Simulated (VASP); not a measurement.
# Sr (Im-3m) in VASP: single point with LDA

Aim: the single point of Sr with LDA.

All numbers are computed with VASP 6.6.1; they aren't measurements. Logs are shortened: lines on timing, memory, paths and dates and some standing lists are left out, and cuts for length are marked.

## Step 1: The cell of the first run

The structure is cubic, space group Im-3m (No. 229). Conventional cell: a = 4.463 Å, b = 4.463 Å, c = 4.463 Å, α = 90.00°, β = 90.00°, γ = 90.00°. Sr (site symmetry m-3m) has 14 Sr at 3.87 to 4.46 Å within 5.1 Å.

This isn't the form of Sr at room conditions, which is fcc.

## Step 2: Single point, LDA

INCAR reads:

```
SYSTEM = Sr
PREC     = Accurate       ! precision mode
ENCUT    = 500            ! plane-wave cutoff, eV
EDIFF    = 1E-6           ! SCF threshold, eV
ISMEAR   = -5             ! smearing method
SIGMA    = 0.1            ! smearing width, eV
LREAL    = .FALSE.        ! projectors in reciprocal space
LASPH    = .TRUE.         ! aspherical terms in the spheres
NELM     = 120            ! most SCF steps
ALGO     = Normal         ! electronic algorithm
ISIF     = 2              ! what is computed and relaxed
LWAVE    = .FALSE.        ! write WAVECAR
LCHARG   = .TRUE.         ! write CHGCAR
GGA      = CA             ! functional
LELF     = .TRUE.         ! ELF
LVHAR    = .TRUE.       
NBANDS   = 11             ! bands
GGA_COMPAT= .FALSE.
```

KPOINTS reads:

```
regular mesh
0
G
  6 6 6
  0 0 0
```

POSCAR reads:

```
Sr
1.0
   -2.2316730000      2.2316730000      2.2316730000
    2.2316730000     -2.2316730000      2.2316730000
    2.2316730000      2.2316730000     -2.2316730000
Sr
1
Direct
    0.0000000000      0.0000000000      0.0000000000
```

Potentials or basis: VASP PAW LDA potentials, release 64 (Sr_sv).

Started as:

```
$ cat potpaw_LDA.64/Sr_sv/POTCAR > POTCAR
$ mpirun -np 1 vasp_std > vasp.out
```

OUTCAR:

```text
SYSTEM = Sr
   PREC = Accurate
   ENCUT = 500
   EDIFF = 1E-6
   ISMEAR = -5
   LREAL = .FALSE.
   LASPH = .TRUE.
   NELM = 120
   ISIF = 2
   GGA = CA

 ion  position               nearest neighbor table
   1  0.000  0.000  0.000-

  LATTYP: Found a body centered cubic cell.
 ALAT       =     4.4633460000

  Lattice vectors:

 A1 = (  -2.2316730000,   2.2316730000,   2.2316730000)
 A2 = (   2.2316730000,  -2.2316730000,   2.2316730000)
 A3 = (   2.2316730000,   2.2316730000,  -2.2316730000)

Analysis of symmetry for initial positions (statically):
=====================================================================
 Subroutine PRICEL returns:
 Original cell was already a primitive cell.

 Routine SETGRP: Setting up the symmetry group for a
 body centered cubic supercell.

 Subroutine GETGRP returns: Found 48 space group operations
 (whereof 48 operations were pure point group operations)
 out of a pool of 48 trial point group operations.

The static configuration has the point symmetry O_h .

Analysis of symmetry for dynamics (positions and initial velocities):
=====================================================================
 Subroutine PRICEL returns:
 Original cell was already a primitive cell.

 Routine SETGRP: Setting up the symmetry group for a
 body centered cubic supercell.

 Subroutine GETGRP returns: Found 48 space group operations
 (whereof 48 operations were pure point group operations)
 out of a pool of 48 trial point group operations.

The dynamic configuration has the point symmetry O_h .

 Subroutine INISYM returns: Found 48 space group operations
 (whereof 48 operations are pure point group operations),
 and found     1 'primitive' translations

----------------------------------------------------------------------------------------

                                     Primitive cell

  volume of cell :      44.4582

  direct lattice vectors                    reciprocal lattice vectors
    -2.231673000  2.231673000  2.231673000     0.000000000  0.224047161  0.224047161
     2.231673000 -2.231673000  2.231673000     0.224047161  0.000000000  0.224047161
     2.231673000  2.231673000 -2.231673000     0.224047161  0.224047161  0.000000000

  length of vectors
     3.865371022  3.865371022  3.865371022     0.316850534  0.316850534  0.316850534

  position of ions in fractional coordinates (direct lattice)
     0.000000000  0.000000000  0.000000000

  ion indices of the primitive-cell ions
   primitive index   ion index
                 1           1

----------------------------------------------------------------------------------------

 KPOINTS: regular mesh

Automatic generation of k-mesh.
 Grid dimensions read from file:
 generate k-points for:    6    6    6

 Generating k-lattice:

  Cartesian coordinates                     Fractional coordinates (reciprocal lattice)
     0.000000000  0.037341194  0.037341194     0.166666667  0.000000000  0.000000000
     0.037341194  0.000000000  0.037341194     0.000000000  0.166666667  0.000000000
     0.037341194  0.037341194  0.000000000     0.000000000  0.000000000  0.166666667

  Length of vectors
     0.052808422  0.052808422  0.052808422

  Shift w.r.t. Gamma in fractional coordinates (k-lattice)
     0.000000000  0.000000000  0.000000000

 TETIRR: Found    191 inequivalent tetrahedra from     1296

 Subroutine IBZKPT returns following result:
 ===========================================

 Found     16 irreducible k-points:

 Following reciprocal coordinates:
            Coordinates               Weight
  0.000000  0.000000  0.000000      1.000000
  0.166667  0.000000  0.000000     12.000000
  0.333333  0.000000  0.000000     12.000000
  0.500000  0.000000  0.000000      6.000000
  0.166667  0.166667  0.000000     24.000000
  0.333333  0.166667  0.000000     48.000000
[... 8 lines left out ...]
  0.500000  0.500000  0.333333     12.000000
  0.500000  0.500000  0.500000      1.000000
   k-points           NKPTS =     16   k-points in BZ     NKDIM =     16   number of bands    NBANDS=     11
   number of dos      NEDOS =    301   number of ions     NIONS =      1
   total plane-waves  NPLWV =  21952
   dimension x,y,z NGX =    28 NGY =   28 NGZ =   28
   dimension x,y,z NGXF=    56 NGYF=   56 NGZF=   56
   ions per type =               1
   NGX,Y,Z   is equivalent  to a cutoff of  12.04, 12.04, 12.04 a.u.
   NGXF,Y,Z  is equivalent  to a cutoff of  24.09, 24.09, 24.09 a.u.
 SYSTEM =  Sr
   PREC   = accura    normal or accurate (medium, high low for compatibility)
   ISTART =      0    job   : 0-new  1-cont  2-samecut
   ICHARG =      2    charge: 1-file 2-atom 10-const
   ISPIN  =      1    spin polarized calculation?
   LNONCOLLINEAR =      F non collinear calculations
   LSORBIT =      F    spin-orbit coupling
   LASPH  =      T    aspherical Exc in radial PAW
   ENCUT  =  500.0 eV  36.75 Ry    6.06 a.u.   7.05  7.05  7.05*2*pi/ulx,y,z
   NELM   =    120;   NELMIN=  2; NELMDL= -5     # of ELM steps
   EDIFF  = 0.1E-05   stopping-criterion for ELM
   LREAL  =      F    real-space projection
   EDIFFG = 0.1E-04   stopping-criterion for IOM
   NSW    =      0    number of steps for IOM
   IBRION =     -1    ionic relax: 0-MD 1-quasi-New 2-CG
   NFREE  =      0    steps in history (QN), initial steepest desc. (CG)
   ISIF   =      2    stress and relaxation
   ISYM   =      2    0-nonsym 1-usesym 2-fastsym
   POTIM  = 0.5000    time-step for ionic-motion
   TEBEG  =    0.0;   TEEND  =   0.0 temperature during run
   PSTRESS=    0.0 pullay stress
   NELECT =      10.0000    total number of electrons
   NUPDOWN=      -1.0000    fix difference up-down
   EMIN   =  10.00;   EMAX   =-10.00  energy-range for DOS
   EFERMI =   0.00;   METHOD = LEGACY
   ISMEAR =    -5;   SIGMA  =   0.10  broadening in eV -4-tet -1-fermi 0-gaus
   EFERMI_NEDOS =   21; number of points for ismear=-14 and -15
   IALGO  =     38    algorithm
   IMIX   =      4    mixing-type and parameters
     AMIX     =   0.40;   BMIX     =  1.00
     AMIX_MAG =   1.60;   BMIX_MAG =  1.00
  volume/ion in A,a.u.               =      44.46       300.02
  Fermi-wavevector in a.u.,A,eV,Ry     =   0.995614  1.881437 13.486734  0.991247
  Thomas-Fermi vector in A             =   2.127646
   LORBIT       =      0    0 simple, 1 ext, 2 COOP (PROOUT), +10 PAW based schemes
   GGA     = CA    functional components
   LHFCALC =     F    Hartree Fock is set to
   AEXX    =    0.0000 exact exchange contribution
   IVDW    =     0    specifies the selected vdW correction
   LEPSILON=     F    determine dielectric tensor
   LRPA    =     F    only Hartree local field effects (RPA)
 non-spin polarized calculation
 Fermi weights with tetrahedron method with Bloechl corrections
  energy-cutoff  :      500.00
  volume of cell :       44.46
 maximum number of plane-waves:      1157
   NGX = 15   NGY = 15   NGZ = 15

 number of electron      10.0000000 magnetization

 Free energy of the ion-electron system (eV)
  ---------------------------------------------------
  ext. energy  EPLUGINS =         0.00000000
  ---------------------------------------------------
  free energy    TOTEN  =        -1.89206734 eV

  energy without entropy =       -1.89206734  energy(sigma->0) =       -1.89206734

 E-fermi :   2.0410     XC(G=0):  -8.2526

 val. band max:        2.3444152291   @ k =   0.3333   0.3333   0.0000
 cond. band min:       1.9707310045   @ k =   0.5000   0.5000   0.3333
 fundamental gap:     -0.3736842246
 Fermi energy:         2.0409646913

 k-point     1 :       0.0000    0.0000    0.0000
  band No.  band energies     occupation
      1     -33.8644      2.00000
      2     -15.7778      2.00000
      3     -15.7778      2.00000
      4     -15.7778      2.00000
      5      -1.7608      2.00000
      6       4.7059      0.00000
      7       4.7059      0.00000
      8       4.7059      0.00000
      9       6.3470      0.00000
     10       6.3470      0.00000
     11      11.1543      0.00000

 k-point     2 :       0.1667    0.0000    0.0000
  band No.  band energies     occupation
      1     -33.8540      2.00000
      2     -15.8878      2.00000
      3     -15.8119      2.00000
      4     -15.7783      2.00000
      5      -1.1899      2.00000
      6       4.2596      0.00000
      7       4.2624      0.00000
      8       5.2895      0.00000
      9       5.9582      0.00000
     10       6.3395      0.00000
     11      11.5863      0.00000

 k-point     3 :       0.3333    0.0000    0.0000
  band No.  band energies     occupation
      1     -33.8331      2.00000
      2     -16.0979      2.00000
      3     -15.8792      2.00000
      4     -15.7796      2.00000
      5       0.1649      2.00004
      6       3.2056      0.00000
      7       3.5823      0.00000
      8       6.2244      0.00000
      9       6.5932      0.00000
     10       6.9161      0.00000
     11      10.2990      0.00000

 k-point     4 :       0.5000    0.0000    0.0000
  band No.  band energies     occupation
      1     -33.8226      2.00000
      2     -16.1985      2.00000
      3     -15.9122      2.00000
      4     -15.7802      2.00000
      5       0.9957      2.01050
      6       2.8840      0.00000
      7       3.3070      0.00000
      8       6.2170      0.00000
      9       6.9824      0.00000
     10       8.5606      0.00000
     11       9.1783      0.00000
[... 127 lines left out ...]
 k-point    14 :      -0.3333    0.3333    0.3333
  band No.  band energies     occupation
      1     -33.8079      2.00000
      2     -16.0549      2.00000
      3     -15.9936      2.00000
      4     -15.9936      2.00000
      5       1.4918      2.00000
      6       2.4562     -0.09690
      7       5.0535      0.00000
      8       5.0535      0.00000
      9       5.8462      0.00000
     10       6.8932      0.00000
     11      11.0957      0.00000

 k-point    15 :       0.5000    0.5000    0.3333
  band No.  band energies     occupation
      1     -33.7995      2.00000
      2     -16.1022      2.00000
      3     -16.0308      2.00000
      4     -15.9996      2.00000
      5       1.9576      1.99073
      6       1.9707      0.72656
      7       4.9079      0.00000
      8       5.3052      0.00000
      9       6.9520      0.00000
     10       8.1558      0.00000
     11       8.9076      0.00000

 k-point    16 :       0.5000    0.5000    0.5000
  band No.  band energies     occupation
      1     -33.7918      2.00000
      2     -16.0694      2.00000
      3     -16.0694      2.00000
      4     -16.0694      2.00000
      5       1.7253      2.00000
      6       1.7253      2.06598
      7       6.7823      0.00000
      8       6.7823      0.00000
      9       6.7823      0.00000
     10       8.0333      0.00000
     11       8.0333      0.00000

------------------------ aborting loop because EDIFF is reached ----------------------------------------

  FORCE on cell =-STRESS in cart. coord.  units (eV):
  Direction    XX          YY          ZZ          XY          YZ          ZX
  --------------------------------------------------------------------------------------
  -------------------------------------------------------------------------------------
  Total        0.3520543      0.3520543      0.3520543      0.0000000      0.0000000      0.0000000
  in kB       12.6872814     12.6872814     12.6872814      0.0000000      0.0000000      0.0000000
  external PRESSURE =      12.6872814 kB  Pullay stress =       0.0000000 kB

 VOLUME and BASIS-vectors are now :
 -----------------------------------------------------------------------------
  energy-cutoff  :      500.00
  volume of cell :       44.46
      direct lattice vectors                 reciprocal lattice vectors
    -2.231673000  2.231673000  2.231673000     0.000000000  0.224047161  0.224047161
     2.231673000 -2.231673000  2.231673000     0.224047161  0.000000000  0.224047161
     2.231673000  2.231673000 -2.231673000     0.224047161  0.224047161  0.000000000

 POSITION                                       TOTAL-FORCE (eV/Angst)
 -----------------------------------------------------------------------------------
      0.00000      0.00000      0.00000         0.000000     -0.000000     -0.000000
 -----------------------------------------------------------------------------------
    total drift:                               -0.000000      0.000000      0.000000

  FREE ENERGIE OF THE ION-ELECTRON SYSTEM (eV)
  ---------------------------------------------------
  free  energy   TOTEN  =        -1.8920673410 eV

  energy  without entropy=       -1.8920673410  energy(sigma->0) =       -1.89206734
```

It took 11 s on 1 thread of AMD EPYC 7R13 (Zen 3), shared host; peak memory 0.1 GiB.

Results:

| Property | Result |
| --- | --- |
| Free energy | -1.8921 eV |
| Pressure | 1.3 GPa |
| Band gap on the k mesh | zero (bands 5 and 6 overlap by 0.62 eV) |

Levels at points of the mesh, in eV from the Fermi level:
```tsv
k point	band 1	band 2	band 3	band 4	band 5	band 6	band 7	band 8	band 9	band 10
(0.00, 0.00, 0.00)	-35.91	-17.82	-17.82	-17.82	-3.80	2.66	2.66	2.66	4.31	4.31
(0.50, 0.00, 0.00)	-35.86	-18.24	-17.95	-17.82	-1.05	0.84	1.27	4.18	4.94	6.52
(0.50, 0.50, 0.50)	-35.83	-18.11	-18.11	-18.11	-0.32	-0.32	4.74	4.74	4.74	5.99
```

Caveat: tetrahedron occupations give inexact forces and stress in metals.
